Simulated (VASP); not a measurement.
# HgTe (F-43m) in VASP: a series of runs

HgTe is run at these levels: PBEsol; tasks: single point.

All numbers are computed with VASP 6.6.1; they aren't measurements. Logs are shortened: lines on timing, memory, paths and dates and some standing lists are left out, and cuts for length are marked.

## 1. The cell of the first run

The structure is cubic, space group F-43m (No. 216). Conventional cell: a = 6.444 Å, b = 6.444 Å, c = 6.444 Å, α = 90.00°, β = 90.00°, γ = 90.00°. Hg (site symmetry -43m) has 4 Te at 2.79 Å within 3.7 Å. Within 3.7 Å of Te (site symmetry -43m) lie 4 Hg at 2.79 Å.

## 2. Single point, PBEsol (volume scaled by 0.97)

INCAR reads:

```
SYSTEM = HgTe
PREC = Accurate
ENCUT = 520
EDIFF = 1E-6
ISMEAR = 0
SIGMA = 0.1
LREAL = .False.
LASPH = .True.
NELM = 80
ALGO = Normal
ISIF = 2
LWAVE = .False.
LCHARG = .False.
GGA = PS
NBANDS = 16
```

KPOINTS reads:

```
Automatic mesh
0
Gamma
  12 12 12
  0 0 0
```

POSCAR reads:

```
HgTe
1.0
    0.0000000000      3.2218372298      3.2218372298
    3.2218372298      0.0000000000      3.2218372298
    3.2218372298      3.2218372298      0.0000000000
Hg Te
1 1
Direct
    0.0000000000      0.0000000000      0.0000000000
    0.2500000000      0.2500000000      0.2500000000
```

Potentials or basis: VASP PAW PBE potentials, release 64 (Hg, Te).

Started as:

```
$ cat potpaw_PBE.64/Hg/POTCAR potpaw_PBE.64/Te/POTCAR > POTCAR
$ mpirun -np 1 vasp_std > vasp.out
```

OUTCAR:

```text
SYSTEM = HgTe
   PREC = Accurate
   ENCUT = 520
   EDIFF = 1E-6
   ISMEAR = 0
   LREAL = .False.
   LASPH = .True.
   NELM = 80
   ISIF = 2
   GGA = PS

 ion  position               nearest neighbor table
   1  0.000  0.000  0.000-   2 2.79   2 2.79   2 2.79   2 2.79
   2  0.250  0.250  0.250-   1 2.79   1 2.79   1 2.79   1 2.79

  LATTYP: Found a face centered cubic cell.
 ALAT       =     6.4436744596

  Lattice vectors:

 A1 = (   0.0000000000,   3.2218372298,   3.2218372298)
 A2 = (   3.2218372298,   0.0000000000,   3.2218372298)
 A3 = (   3.2218372298,   3.2218372298,   0.0000000000)

Analysis of symmetry for initial positions (statically):
=====================================================================
 Subroutine PRICEL returns:
 Original cell was already a primitive cell.

 Routine SETGRP: Setting up the symmetry group for a
 face centered cubic supercell.

 Subroutine GETGRP returns: Found 24 space group operations
 (whereof 24 operations were pure point group operations)
 out of a pool of 48 trial point group operations.

The static configuration has the point symmetry T_d .

Analysis of symmetry for dynamics (positions and initial velocities):
=====================================================================
 Subroutine PRICEL returns:
 Original cell was already a primitive cell.

 Routine SETGRP: Setting up the symmetry group for a
 face centered cubic supercell.

 Subroutine GETGRP returns: Found 24 space group operations
 (whereof 24 operations were pure point group operations)
 out of a pool of 48 trial point group operations.

The dynamic configuration has the point symmetry T_d .

 Subroutine INISYM returns: Found 24 space group operations
 (whereof 24 operations are pure point group operations),
 and found     1 'primitive' translations

----------------------------------------------------------------------------------------

                                     Primitive cell

  volume of cell :      66.8869

  direct lattice vectors                    reciprocal lattice vectors
     0.000000000  3.221837230  3.221837230    -0.155190956  0.155190956  0.155190956
     3.221837230  0.000000000  3.221837230     0.155190956 -0.155190956  0.155190956
     3.221837230  3.221837230  0.000000000     0.155190956  0.155190956 -0.155190956

  length of vectors
     4.556365906  4.556365906  4.556365906     0.268798621  0.268798621  0.268798621

  position of ions in fractional coordinates (direct lattice)
     0.000000000  0.000000000  0.000000000
     0.250000000  0.250000000  0.250000000

  ion indices of the primitive-cell ions
   primitive index   ion index
                 1           1
                 2           2

----------------------------------------------------------------------------------------

 KPOINTS: Automatic mesh

Automatic generation of k-mesh.
 Grid dimensions read from file:
 generate k-points for:   12   12   12

 Generating k-lattice:

  Cartesian coordinates                     Fractional coordinates (reciprocal lattice)
    -0.012932580  0.012932580  0.012932580     0.083333333  0.000000000  0.000000000
     0.012932580 -0.012932580  0.012932580     0.000000000  0.083333333  0.000000000
     0.012932580  0.012932580 -0.012932580     0.000000000  0.000000000  0.083333333

  Length of vectors
     0.022399885  0.022399885  0.022399885

  Shift w.r.t. Gamma in fractional coordinates (k-lattice)
     0.000000000  0.000000000  0.000000000

 Subroutine IBZKPT returns following result:
 ===========================================

 Found     72 irreducible k-points:

 Following reciprocal coordinates:
            Coordinates               Weight
  0.000000  0.000000  0.000000      1.000000
  0.083333  0.000000  0.000000      8.000000
  0.166667  0.000000  0.000000      8.000000
  0.250000  0.000000  0.000000      8.000000
  0.333333  0.000000  0.000000      8.000000
  0.416667  0.000000  0.000000      8.000000
[... 16 lines left out ...]
  0.500000  0.166667  0.000000     24.000000
 -0.416667  0.166667  0.000000     24.000000
 [... further k-points ...]
   k-points           NKPTS =     72   k-points in BZ     NKDIM =     72   number of bands    NBANDS=     16
   number of dos      NEDOS =    301   number of ions     NIONS =      2
   total plane-waves  NPLWV =  46656
   dimension x,y,z NGX =    36 NGY =   36 NGZ =   36
   dimension x,y,z NGXF=    72 NGYF=   72 NGZF=   72
   ions per type =               1   1
   NGX,Y,Z   is equivalent  to a cutoff of  13.14, 13.14, 13.14 a.u.
   NGXF,Y,Z  is equivalent  to a cutoff of  26.27, 26.27, 26.27 a.u.
 SYSTEM =  HgTe
   PREC   = accura    normal or accurate (medium, high low for compatibility)
   ISTART =      0    job   : 0-new  1-cont  2-samecut
   ICHARG =      2    charge: 1-file 2-atom 10-const
   ISPIN  =      1    spin polarized calculation?
   LNONCOLLINEAR =      F non collinear calculations
   LSORBIT =      F    spin-orbit coupling
   LASPH  =      T    aspherical Exc in radial PAW
   ENCUT  =  520.0 eV  38.22 Ry    6.18 a.u.   8.47  8.47  8.47*2*pi/ulx,y,z
   NELM   =     80;   NELMIN=  2; NELMDL= -5     # of ELM steps
   EDIFF  = 0.1E-05   stopping-criterion for ELM
   LREAL  =      F    real-space projection
   EDIFFG = 0.1E-04   stopping-criterion for IOM
   NSW    =      0    number of steps for IOM
   IBRION =     -1    ionic relax: 0-MD 1-quasi-New 2-CG
   NFREE  =      0    steps in history (QN), initial steepest desc. (CG)
   ISIF   =      2    stress and relaxation
   ISYM   =      2    0-nonsym 1-usesym 2-fastsym
   POTIM  = 0.5000    time-step for ionic-motion
   TEBEG  =    0.0;   TEEND  =   0.0 temperature during run
   PSTRESS=    0.0 pullay stress
   NELECT =      18.0000    total number of electrons
   NUPDOWN=      -1.0000    fix difference up-down
   EMIN   =  10.00;   EMAX   =-10.00  energy-range for DOS
   EFERMI =   0.00;   METHOD = LEGACY
   ISMEAR =     0;   SIGMA  =   0.10  broadening in eV -4-tet -1-fermi 0-gaus
   EFERMI_NEDOS =   21; number of points for ismear=-14 and -15
   IALGO  =     38    algorithm
   IMIX   =      4    mixing-type and parameters
     AMIX     =   0.40;   BMIX     =  1.00
     AMIX_MAG =   1.60;   BMIX_MAG =  1.00
  volume/ion in A,a.u.               =      33.44       225.69
  Fermi-wavevector in a.u.,A,eV,Ry     =   1.056944  1.997335 15.199491  1.117131
  Thomas-Fermi vector in A             =   2.192199
   LORBIT       =      0    0 simple, 1 ext, 2 COOP (PROOUT), +10 PAW based schemes
   GGA     = PS    functional components
   LHFCALC =     F    Hartree Fock is set to
   AEXX    =    0.0000 exact exchange contribution
   IVDW    =     0    specifies the selected vdW correction
   LEPSILON=     F    determine dielectric tensor
   LRPA    =     F    only Hartree local field effects (RPA)
 non-spin polarized calculation
 Gauss-broadening in eV      SIGMA  =   0.10
  energy-cutoff  :      520.00
  volume of cell :       66.89
 maximum number of plane-waves:      1828
 NGX is ok and might be reduce to    36
   NGX = 17   NGY = 17   NGZ = 17

 number of electron      18.0000000 magnetization

 Free energy of the ion-electron system (eV)
  ---------------------------------------------------
  ext. energy  EPLUGINS =         0.00000000
  ---------------------------------------------------
  free energy    TOTEN  =        -4.36665341 eV

  energy without entropy =       -4.36650139  energy(sigma->0) =       -4.36657740

 E-fermi :   3.1134     XC(G=0):  -8.9810

 val. band max:        3.0529826876   @ k =   0.0000   0.0000   0.0000
 cond. band min:       3.4744776254   @ k =   0.0833   0.0000   0.0000
 fundamental gap:      0.4214949379
 Fermi energy:         3.1133906478

 k-point     1 :       0.0000    0.0000    0.0000
  band No.  band energies     occupation
      1      -9.0404      2.00000
      2      -4.3491      2.00000
      3      -4.3491      2.00000
      4      -4.3491      2.00000
      5      -3.8015      2.00000
      6      -3.8015      2.00000
[... 8 lines left out ...]
     15      12.6049      0.00000
     16      12.6049      0.00000

 k-point     2 :       0.0833    0.0000    0.0000
  band No.  band energies     occupation
      1      -9.0044      2.00000
      2      -4.3390      2.00000
      3      -4.3390      2.00000
      4      -4.3382      2.00000
      5      -3.8028      2.00000
      6      -3.8028      2.00000
[... 8 lines left out ...]
     15      11.9928      0.00000
     16      11.9928      0.00000

 k-point     3 :       0.1667    0.0000    0.0000
  band No.  band energies     occupation
      1      -8.9037      2.00000
      2      -4.3119      2.00000
      3      -4.3119      2.00000
      4      -4.2958      2.00000
      5      -3.8047      2.00000
      6      -3.8047      2.00000
[... 8 lines left out ...]
     15      11.5548      0.00000
     16      11.5548      0.00000

 k-point     4 :       0.2500    0.0000    0.0000
  band No.  band energies     occupation
      1      -8.7601      2.00000
      2      -4.2777      2.00000
      3      -4.2777      2.00000
      4      -4.1963      2.00000
      5      -3.8031      2.00000
      6      -3.8031      2.00000
[... 8 lines left out ...]
     15      11.4985      0.00000
     16      11.4985      0.00000

 k-point     5 :       0.3333    0.0000    0.0000
  band No.  band energies     occupation
      1      -8.6091      2.00000
      2      -4.2475      2.00000
      3      -4.2475      2.00000
      4      -4.0070      2.00000
      5      -3.7953      2.00000
      6      -3.7953      2.00000
[... 8 lines left out ...]
     15      11.8762      0.00000
     16      11.8762      0.00000

 k-point     6 :       0.4167    0.0000    0.0000
  band No.  band energies     occupation
      1      -8.4937      2.00000
      2      -4.2287      2.00000
      3      -4.2287      2.00000
      4      -3.7850      2.00000
      5      -3.7850      2.00000
      6      -3.7168      2.00000
[... 8 lines left out ...]
     15      12.5646      0.00000
     16      12.5646      0.00000

 k-point     7 :       0.5000    0.0000    0.0000
  band No.  band energies     occupation
      1      -8.4505      2.00000
      2      -4.2226      2.00000
      3      -4.2226      2.00000
      4      -3.7801      2.00000
      5      -3.7801      2.00000
      6      -3.4949      2.00000
[... 8 lines left out ...]
     15      13.0637      0.00000
     16      13.0637      0.00000

 k-point     8 :       0.0833    0.0833    0.0000
  band No.  band energies     occupation
      1      -8.9924      2.00000
      2      -4.3463      2.00000
      3      -4.3297      2.00000
      4      -4.3297      2.00000
      5      -3.8093      2.00000
      6      -3.7972      2.00000
[... 8 lines left out ...]
     15      11.3416      0.00000
     16      12.6393      0.00000

 k-point     9 :       0.1667    0.0833    0.0000
  band No.  band energies     occupation
      1      -8.9131      2.00000
      2      -4.3304      2.00000
      3      -4.3026      2.00000
      4      -4.2982      2.00000
      5      -3.8161      2.00000
      6      -3.7939      2.00000
[... 8 lines left out ...]
     15      10.9904      0.00000
     16      12.2358      0.00000
[... 172 lines left out ...]
 k-point    19 :       0.1667    0.1667    0.0000
  band No.  band energies     occupation
      1      -8.8575      2.00000
      2      -4.3305      2.00000
      3      -4.2739      2.00000
      4      -4.2739      2.00000
      5      -3.8266      2.00000
      6      -3.7855      2.00000
[... 8 lines left out ...]
     15      11.4244      0.00000
     16      12.7405      0.00000

 k-point    20 :       0.2500    0.1667    0.0000
  band No.  band energies     occupation
      1      -8.7488      2.00000
      2      -4.3022      2.00000
      3      -4.2352      2.00000
      4      -4.2234      2.00000
      5      -3.8297      2.00000
      6      -3.7787      2.00000
[... 8 lines left out ...]
     15      12.1601      0.00000
     16      12.6207      0.00000

 k-point    21 :       0.3333    0.1667    0.0000
  band No.  band energies     occupation
      1      -8.6125      2.00000
      2      -4.2585      2.00000
      3      -4.1988      2.00000
      4      -4.1232      2.00000
      5      -3.8117      2.00000
      6      -3.7727      2.00000
[... 8 lines left out ...]
     15      12.3334      0.00000
     16      12.7302      0.00000

 k-point    22 :       0.4167    0.1667    0.0000
  band No.  band energies     occupation
      1      -8.4842      2.00000
      2      -4.2252      2.00000
      3      -4.1748      2.00000
      4      -3.9677      2.00000
      5      -3.7696      2.00000
      6      -3.7354      2.00000
[... 8 lines left out ...]
     15      12.3813      0.00000
     16      13.1658      0.00000

 k-point    23 :       0.5000    0.1667    0.0000
  band No.  band energies     occupation
      1      -8.4017      2.00000
      2      -4.2071      2.00000
      3      -4.1668      2.00000
      4      -3.8603      2.00000
      5      -3.7749      2.00000
      6      -3.5343      2.00000
[... 8 lines left out ...]
     15      12.6174      0.00000
     16      13.1948      0.00000

 k-point    24 :      -0.4167    0.1667    0.0000
  band No.  band energies     occupation
      1      -8.3909      2.00000
      2      -4.2003      2.00000
      3      -4.1743      2.00000
      4      -3.8211      2.00000
      5      -3.7906      2.00000
      6      -3.4812      2.00000
[... 8 lines left out ...]
     15      12.3528      0.00000
     16      12.5365      0.00000

 [... further k-points ...]
[... 5 lines left out ...]
  --------------------------------------------------------------------------------------
  -------------------------------------------------------------------------------------
  Total        0.6300336      0.6300336      0.6300336      0.0000000      0.0000000      0.0000000
  in kB       15.0915389     15.0915389     15.0915389      0.0000000      0.0000000      0.0000000
  external PRESSURE =      15.0915389 kB  Pullay stress =       0.0000000 kB

 VOLUME and BASIS-vectors are now :
 -----------------------------------------------------------------------------
  energy-cutoff  :      520.00
  volume of cell :       66.89
      direct lattice vectors                 reciprocal lattice vectors
     0.000000000  3.221837230  3.221837230    -0.155190956  0.155190956  0.155190956
     3.221837230  0.000000000  3.221837230     0.155190956 -0.155190956  0.155190956
     3.221837230  3.221837230  0.000000000     0.155190956  0.155190956 -0.155190956

 POSITION                                       TOTAL-FORCE (eV/Angst)
 -----------------------------------------------------------------------------------
      0.00000      0.00000      0.00000        -0.000000     -0.000000     -0.000000
      1.61092      1.61092      1.61092         0.000000      0.000000      0.000000
 -----------------------------------------------------------------------------------
    total drift:                               -0.000000     -0.000000     -0.000000

  FREE ENERGIE OF THE ION-ELECTRON SYSTEM (eV)
  ---------------------------------------------------
  free  energy   TOTEN  =        -4.3666534105 eV

  energy  without entropy=       -4.3665013934  energy(sigma->0) =       -4.36657740
```

Wall time 41 s (1 thread of Intel Xeon 6975P-C (Granite Rapids), shared host); peak memory 0.24 GiB.

What came out:

- Free energy: -4.3667 eV
- Pressure: 1.5 GPa
- Band gap on the k mesh: zero (filled and empty bands touch)

Levels at points of the mesh, in eV from the Fermi level:
```tsv
k point	band 5	band 6	band 7	band 8	band 9	band 10	band 11	band 12	band 13	band 14
(0.00, 0.00, 0.00)	-6.91	-6.91	-0.84	-0.06	-0.06	-0.06	4.10	4.10	4.10	6.24
(0.50, 0.00, 0.00)	-6.89	-6.61	-5.66	-1.08	-1.08	0.58	4.91	4.91	6.66	7.73
(0.50, 0.50, 0.00)	-6.85	-6.46	-5.58	-2.40	-2.40	1.78	2.29	8.08	8.80	8.80
```

Caveat: the PAW data sets were made with another functional, which shifts forces and pressure a little; spin-orbit coupling is left out, which moves the levels of the heavy elements.

(Continued in part 2 of 2.)
